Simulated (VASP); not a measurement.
# Zn16S16O (a cell with a defect) in VASP: single point with PBE

Aim: the single point of Zn16S16O (a cell with a defect) with PBE.

All numbers are computed with VASP 6.6.1; they aren't measurements. Logs are shortened: lines on timing, memory, paths and dates and some standing lists are left out, and cuts for length are marked.

**1. The cell of the first run**

The cell holds a defect, 33 atoms: a = 7.692 Å, b = 7.692 Å, c = 12.589 Å, α = 90.00°, β = 90.00°, γ = 120.00°.

**2. Single point, PBE (with an interstitial atom, then relaxed in part)**

INCAR reads:

```
PREC = Accurate ; ENCUT = 520
EDIFF = 1E-6 ; ISMEAR = 0
SIGMA = 0.01 ; LREAL = Auto
LASPH = T ; NELM = 80
ALGO = Normal ; ISIF = 2
LWAVE = F ; LCHARG = F
GGA = PE ; NBANDS = 169
KPAR = 2 ; NCORE = 2
```

KPOINTS reads:

```
Automatic mesh
0
Gamma
  2 2 2
```

POSCAR reads:

```
Zn16S16O
1.0
    7.6923103689     -0.0000000001      0.0000000000
   -3.8461551845     -6.6617361932      0.0000000000
    0.0000000000      0.0000000000    -12.5886853856
Zn S O
16 16 1
Direct
    0.1602057937      0.3188672254      0.2522703067
    0.6654332084      0.3252580535      0.2514058840
    0.1603845630      0.8268511445      0.2523453714
    0.6703913156      0.8279410847      0.2816990987
    0.8359475976      0.1626712587      0.7501162140
    0.3430575080      0.1648111471      0.7466003349
    0.8359464213      0.6592934893      0.7500614433
    0.3325396710      0.6591937418      0.7485429661
    0.5021526414      0.4938160407      0.5013269580
    0.0007410651      0.4931804296      0.4990002584
    0.5019635182      0.9939383601      0.5015566158
    0.0085158043      0.9971360169      0.5105419257
    0.4890291704     -0.0041185590      0.9961570812
    0.0193289874      0.0027166839      0.9884558230
    0.4899921776      0.4794646917      0.9965993436
   -0.0014911738      0.4920457435      1.0014090820
    0.1627463965      0.3226326170      0.0637795628
    0.6636464960      0.3244373951      0.0636328894
    0.1621169222      0.8257135376      0.0638637843
    0.6656791603      0.8261886503      0.0247586300
    0.8353188225      0.1617894021      0.5638447341
    0.3428364747      0.1643921388      0.5636783710
    0.8353914063      0.6592686947      0.5637581017
    0.3338037568      0.6596522582      0.5621117092
    0.4951482231      0.4871630466      0.3156320440
   -0.0015583183      0.4919669558      0.3121952322
    0.4950282850      0.9934990529      0.3159595576
    0.0122875884      0.9988279993      0.3277775471
    0.5010402586     -0.0064114546      0.8097773187
    0.0101512406     -0.0019124469      0.8037680158
    0.5013654867      0.4938213700      0.8100643035
    0.0016752724      0.4938391388      0.8147462197
    0.7758081427      0.8830547072      0.1398299748
```

Potentials or basis: VASP PAW PBE potentials, release 64 (Zn, S, O).

Command:

```sh
> cat potpaw_PBE.64/Zn/POTCAR potpaw_PBE.64/S/POTCAR potpaw_PBE.64/O/POTCAR > POTCAR
> mpirun -np 4 vasp_std > vasp.out
```

OUTCAR:

```text
PREC = Accurate
   ENCUT = 520
   EDIFF = 1E-6
   ISMEAR = 0
   LREAL = Auto
   LASPH = T
   NELM = 80
   ISIF = 2
   GGA = PE

 ion  position               nearest neighbor table
   1  0.160  0.319  0.252-  28 2.34  26 2.36  25 2.37  17 2.37
   2  0.665  0.325  0.251-  26 2.35  27 2.36  25 2.36  18 2.36
   3  0.160  0.827  0.252-  28 2.34  26 2.36  27 2.37  19 2.37
   4  0.670  0.828  0.282-  33 1.92  25 2.31  27 2.31  28 2.35
   5  0.836  0.163  0.750-  21 2.34  32 2.35  29 2.35  30 2.36
   6  0.343  0.165  0.747-  22 2.30  30 2.33  31 2.33  29 2.33
   7  0.836  0.659  0.750-  23 2.35  32 2.35  31 2.35  30 2.36
   8  0.333  0.659  0.749-  24 2.35  32 2.36  31 2.36  29 2.36
   9  0.502  0.494  0.501-  22 2.33  25 2.34  24 2.35  23 2.35
  10  0.001  0.493  0.499-  26 2.35  23 2.35  21 2.35  24 2.36
  11  0.502  0.994  0.502-  22 2.33  27 2.34  24 2.35  21 2.36
  12  0.009  0.997  0.511-  28 2.30  22 2.33  23 2.35  21 2.35
  13  0.489  0.996  0.996-  20 2.34  19 2.34  29 2.35  18 2.35
  14  0.019  0.003  0.988-  30 2.33  19 2.34  17 2.34  20 2.40  33 2.50
  15  0.490  0.479  0.997-  20 2.34  17 2.34  18 2.35  31 2.35
  16  0.999  0.492  0.001-  32 2.35  17 2.36  19 2.36  18 2.36
  17  0.163  0.323  0.064-  14 2.34  15 2.34  16 2.36   1 2.37
  18  0.664  0.324  0.064-  15 2.35  13 2.35   2 2.36  16 2.36
  19  0.162  0.826  0.064-  14 2.34  13 2.34  16 2.36   3 2.37
  20  0.666  0.826  0.025-  33 1.62  13 2.34  15 2.34  14 2.40
[... 10 lines left out ...]
  31  0.501  0.494  0.810-   6 2.33  15 2.35   7 2.35   8 2.36
  32  0.002  0.494  0.815-  16 2.35   5 2.35   7 2.35   8 2.36
  33  0.776  0.883  0.140-  20 1.62   4 1.92  14 2.50

  LATTYP: Found a hexagonal cell.
 ALAT       =     7.6923103689
 C/A-ratio  =     1.6365285307

  Lattice vectors:

 A1 = (   7.6923103689,  -0.0000000001,   0.0000000000)
 A2 = (  -3.8461551845,  -6.6617361932,   0.0000000000)
 A3 = (   0.0000000000,   0.0000000000, -12.5886853856)

Analysis of symmetry for initial positions (statically):
=====================================================================
 Subroutine PRICEL returns:
 Original cell was already a primitive cell.

 Routine SETGRP: Setting up the symmetry group for a
 hexagonal supercell.

 Subroutine GETGRP returns: Found  1 space group operations
 (whereof  1 operations were pure point group operations)
 out of a pool of 24 trial point group operations.

The static configuration has the point symmetry C_1 .

Analysis of symmetry for dynamics (positions and initial velocities):
=====================================================================
 Subroutine PRICEL returns:
 Original cell was already a primitive cell.

 Routine SETGRP: Setting up the symmetry group for a
 hexagonal supercell.

 Subroutine GETGRP returns: Found  1 space group operations
 (whereof  1 operations were pure point group operations)
 out of a pool of 24 trial point group operations.

The dynamic configuration has the point symmetry C_1 .

 Subroutine INISYM returns: Found  1 space group operations
 (whereof  1 operations are pure point group operations),
 and found     1 'primitive' translations

----------------------------------------------------------------------------------------

                                     Primitive cell

  volume of cell :     645.0964

  direct lattice vectors                    reciprocal lattice vectors
     7.692310369 -0.000000000  0.000000000     0.129999955 -0.075055509  0.000000000
    -3.846155185 -6.661736193  0.000000000    -0.000000000 -0.150111018  0.000000000
     0.000000000  0.000000000-12.588685386     0.000000000  0.000000000 -0.079436412

  length of vectors
     7.692310369  7.692310369 12.588685386     0.150111018  0.150111018  0.079436412

  position of ions in fractional coordinates (direct lattice)
     0.160205794  0.318867225  0.252270307
     0.665433208  0.325258054  0.251405884
     0.160384563  0.826851144  0.252345371
     0.670391316  0.827941085  0.281699099
     0.835947598  0.162671259  0.750116214
     0.343057508  0.164811147  0.746600335
[... 25 lines left out ...]
     0.001675272  0.493839139  0.814746220
     0.775808143  0.883054707  0.139829975

  ion indices of the primitive-cell ions
   primitive index   ion index
                 1           1
                 2           2
                 3           3
                 4           4
                 5           5
                 6           6
[... 25 lines left out ...]
                32          32
                33          33

----------------------------------------------------------------------------------------

 KPOINTS: Automatic mesh

Automatic generation of k-mesh.
 Grid dimensions read from file:
 generate k-points for:    2    2    2

 Generating k-lattice:

  Cartesian coordinates                     Fractional coordinates (reciprocal lattice)
     0.064999977 -0.037527754  0.000000000     0.500000000  0.000000000  0.000000000
    -0.000000000 -0.075055509  0.000000000     0.000000000  0.500000000  0.000000000
     0.000000000  0.000000000 -0.039718206     0.000000000  0.000000000  0.500000000

  Length of vectors
     0.075055509  0.075055509  0.039718206

  Shift w.r.t. Gamma in fractional coordinates (k-lattice)
     0.000000000  0.000000000  0.000000000

 Subroutine IBZKPT returns following result:
 ===========================================

 Found      8 irreducible k-points:

 Following reciprocal coordinates:
            Coordinates               Weight
  0.000000  0.000000  0.000000      1.000000
  0.500000  0.000000  0.000000      1.000000
  0.000000  0.500000  0.000000      1.000000
  0.500000  0.500000  0.000000      1.000000
  0.000000  0.000000  0.500000      1.000000
  0.500000  0.000000  0.500000      1.000000
  0.000000  0.500000  0.500000      1.000000
  0.500000  0.500000  0.500000      1.000000
   k-points           NKPTS =      8   k-points in BZ     NKDIM =      8   number of bands    NBANDS=    169
   number of dos      NEDOS =    301   number of ions     NIONS =     33
   total plane-waves  NPLWV = 345600
   dimension x,y,z NGX =    60 NGY =   60 NGZ =   96
   dimension x,y,z NGXF=   120 NGYF=  120 NGZF=  192
   ions per type =              16  16   1
   NGX,Y,Z   is equivalent  to a cutoff of  12.97, 12.97, 12.68 a.u.
   NGXF,Y,Z  is equivalent  to a cutoff of  25.93, 25.93, 25.36 a.u.
 SYSTEM =  unknown system
   PREC   = accura    normal or accurate (medium, high low for compatibility)
   ISTART =      0    job   : 0-new  1-cont  2-samecut
   ICHARG =      2    charge: 1-file 2-atom 10-const
   ISPIN  =      1    spin polarized calculation?
   LNONCOLLINEAR =      F non collinear calculations
   LSORBIT =      F    spin-orbit coupling
   LASPH  =      T    aspherical Exc in radial PAW
   ENCUT  =  520.0 eV  38.22 Ry    6.18 a.u.  14.30 14.30 23.41*2*pi/ulx,y,z
   NELM   =     80;   NELMIN=  2; NELMDL= -5     # of ELM steps
   EDIFF  = 0.1E-05   stopping-criterion for ELM
   LREAL  =      T    real-space projection
   EDIFFG = 0.1E-04   stopping-criterion for IOM
   NSW    =      0    number of steps for IOM
   IBRION =     -1    ionic relax: 0-MD 1-quasi-New 2-CG
   NFREE  =      0    steps in history (QN), initial steepest desc. (CG)
   ISIF   =      2    stress and relaxation
   ISYM   =      2    0-nonsym 1-usesym 2-fastsym
   POTIM  = 0.5000    time-step for ionic-motion
   TEBEG  =    0.0;   TEEND  =   0.0 temperature during run
   PSTRESS=    0.0 pullay stress
   NELECT =     294.0000    total number of electrons
   NUPDOWN=      -1.0000    fix difference up-down
   EMIN   =  10.00;   EMAX   =-10.00  energy-range for DOS
   EFERMI =   0.00;   METHOD = LEGACY
   ISMEAR =     0;   SIGMA  =   0.01  broadening in eV -4-tet -1-fermi 0-gaus
   EFERMI_NEDOS =   21; number of points for ismear=-14 and -15
   IALGO  =     38    algorithm
   IMIX   =      4    mixing-type and parameters
     AMIX     =   0.40;   BMIX     =  1.00
     AMIX_MAG =   1.60;   BMIX_MAG =  1.00
  volume/ion in A,a.u.               =      19.55       131.92
  Fermi-wavevector in a.u.,A,eV,Ry     =   1.259841  2.380754 21.595158  1.587199
  Thomas-Fermi vector in A             =   2.393381
   LORBIT       =      0    0 simple, 1 ext, 2 COOP (PROOUT), +10 PAW based schemes
   GGA     = PE    functional components
   LHFCALC =     F    Hartree Fock is set to
   AEXX    =    0.0000 exact exchange contribution
   IVDW    =     0    specifies the selected vdW correction
   LEPSILON=     F    determine dielectric tensor
   LRPA    =     F    only Hartree local field effects (RPA)
 non-spin polarized calculation
 Gauss-broadening in eV      SIGMA  =   0.01
  energy-cutoff  :      520.00
  volume of cell :      645.10
 maximum number of plane-waves:     17380
 NGX is ok and might be reduce to    60
   NGX = 29   NGY = 29   NGZ = 47

 number of electron     294.0000034 magnetization

 Free energy of the ion-electron system (eV)
  ---------------------------------------------------
  ext. energy  EPLUGINS =         0.00000000
  ---------------------------------------------------
  free energy    TOTEN  =      -113.94138185 eV

  energy without entropy =     -113.94138185  energy(sigma->0) =     -113.94138185

 E-fermi :   2.2500     XC(G=0):  -9.5869

 val. band max:        2.1598940391   @ k =   0.5000   0.0000   0.5000
 cond. band min:       4.0898597017   @ k =   0.0000   0.0000   0.0000
 fundamental gap:      1.9299656626
 Fermi energy:         2.2500310231

 k-point     1 :       0.0000    0.0000    0.0000
  band No.  band energies     occupation
      1     -17.2312      2.00000
      2     -11.0109      2.00000
      3     -10.6718      2.00000
      4     -10.5620      2.00000
      5     -10.1617      2.00000
      6     -10.1524      2.00000
[... 151 lines left out ...]
    158       5.7967      0.00000
    159       6.0539      0.00000
[... 1132 lines left out ...]
    158       6.7433      0.00000
    159       6.7700      0.00000
 [bands above 159 left out]

------------------------ aborting loop because EDIFF is reached ----------------------------------------

  FORCE on cell =-STRESS in cart. coord.  units (eV):
  Direction    XX          YY          ZZ          XY          YZ          ZX
  --------------------------------------------------------------------------------------
  -------------------------------------------------------------------------------------
  Total        5.7740044      4.8721318     10.2628786     -0.7287965     -0.0961509      0.0847553
  in kB       14.3404601     12.1005470     25.4891390     -1.8100570     -0.2388028      0.2105003
  external PRESSURE =      17.3100487 kB  Pullay stress =       0.0000000 kB

 VOLUME and BASIS-vectors are now :
 -----------------------------------------------------------------------------
  energy-cutoff  :      520.00
  volume of cell :      645.10
      direct lattice vectors                 reciprocal lattice vectors
     7.692310369 -0.000000000  0.000000000     0.129999955 -0.075055509  0.000000000
    -3.846155185 -6.661736193  0.000000000    -0.000000000 -0.150111018  0.000000000
     0.000000000  0.000000000-12.588685386     0.000000000  0.000000000 -0.079436412

 POSITION                                       TOTAL-FORCE (eV/Angst)
 -----------------------------------------------------------------------------------
      0.00594     -2.12421     -3.17575        -0.002088      0.000179      0.003604
      3.86773     -2.16678     -3.16487         0.000852     -0.001255     -0.000094
     -1.94647     -5.50826     -3.17670        -0.000185      0.000377      0.000415
      1.97247     -5.51553     -3.54622        -0.011749      0.005661     -0.047208
      5.80471     -1.08367     -9.44298         0.003200      0.007043     -0.002713
      2.00502     -1.09793     -9.39872        -0.006402      0.004534     -0.005785
[... 25 lines left out ...]
     -1.88650     -3.28983    -10.25658         0.002800     -0.001989     -0.005815
      2.57139     -5.88268     -1.76028        -0.002814      0.007416      0.113498
 -----------------------------------------------------------------------------------
    total drift:                               -0.002331      0.010680      0.011491

  FREE ENERGIE OF THE ION-ELECTRON SYSTEM (eV)
  ---------------------------------------------------
  free  energy   TOTEN  =      -113.9413818475 eV

  energy  without entropy=     -113.9413818475  energy(sigma->0) =     -113.94138185
```

Run time: 16 min. Hardware: 4 MPI ranks of AMD EPYC 7R13 (Zen 3), shared host; peak memory 0.6 GiB.

Results:

- Free energy: -113.9414 eV
- Pressure: 1.7 GPa
- Largest force: 0.114 eV/Å
- Band gap on the k mesh: 1.93 eV

Forces in eV/Å, atoms in the order of the input:
```
Zn  -0.002  0.000  0.004
Zn   0.001 -0.001  0.000
Zn   0.000  0.000  0.000
Zn  -0.012  0.006 -0.047
Zn   0.003  0.007 -0.003
Zn  -0.006  0.005 -0.006
Zn  -0.002 -0.005 -0.001
Zn  -0.001  0.001 -0.001
Zn  -0.001 -0.004  0.001
Zn   0.001  0.002 -0.006
Zn   0.005  0.003 -0.002
Zn  -0.004 -0.001 -0.010
Zn  -0.008 -0.011  0.003
Zn  -0.002  0.001  0.008
Zn   0.003  0.007  0.005
Zn  -0.004  0.003  0.007
S   -0.006 -0.002 -0.005
S   -0.003  0.003 -0.003
S    0.002  0.006 -0.003
S    0.032 -0.015 -0.044
S   -0.001 -0.003  0.007
S    0.002 -0.002  0.002
S    0.001  0.002  0.002
S    0.001 -0.002  0.002
S   -0.001  0.002  0.000
S   -0.001  0.003  0.001
S   -0.002  0.004  0.004
S    0.002 -0.004  0.005
S    0.006  0.000 -0.010
S   -0.002  0.000 -0.006
S   -0.001 -0.008 -0.013
S    0.003 -0.002 -0.006
O   -0.003  0.007  0.113
```

Stress tensor (GPa, compression positive):
```
 1.43 -0.18  0.02
-0.18  1.21 -0.02
 0.02 -0.02  2.55
```

Caveat: the k points lie up to 0.47 Å⁻¹ apart; the cell differs from its parent crystal (with an interstitial atom, then relaxed in part).
